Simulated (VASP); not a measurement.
Input of a VASP 6.6.1 run:

File INCAR:

```
SYSTEM = WC
  PREC = Accurate
  ENCUT = 520
  EDIFF = 1E-6
  ISMEAR = -1
  SIGMA = 0.1
  LREAL = .False.
  LASPH = .True.
  NELM = 80
  ALGO = Normal
  ISIF = 2
  LWAVE = .False.
  LCHARG = .True.
  GGA = CA
  LELF = .True.
  LVHAR = .True.
  NBANDS = 16
```

The input KPOINTS:

```
Automatic mesh
0
Gamma
  11 11 11
  0 0 0
```

Contents of POSCAR:

```
WC
1.0
    0.0000000000      2.1926840000      2.1926840000
    2.1926840000      0.0000000000      2.1926840000
    2.1926840000      2.1926840000      0.0000000000
W C
1 1
Direct
    0.0000000000      0.0000000000      0.0000000000
    0.5000000000      0.5000000000      0.5000000000
```

Potentials or basis: VASP PAW LDA potentials, release 64 (W_sv, C).

Launch:

```bash
$ cat potpaw_LDA.64/W_sv/POTCAR potpaw_LDA.64/C/POTCAR > POTCAR
$ mpirun -np 1 vasp_std > vasp.out
```

Task: What does it give for the pressure?

Result: -13.6 GPa.

Task: Predict the band gap on the k mesh.

Result: Zero (band 9 reaches 13.19 eV, above the bottom of band 10 at 10.14 eV).

Caveat: spin-orbit coupling is left out, which moves the levels of the heavy elements.
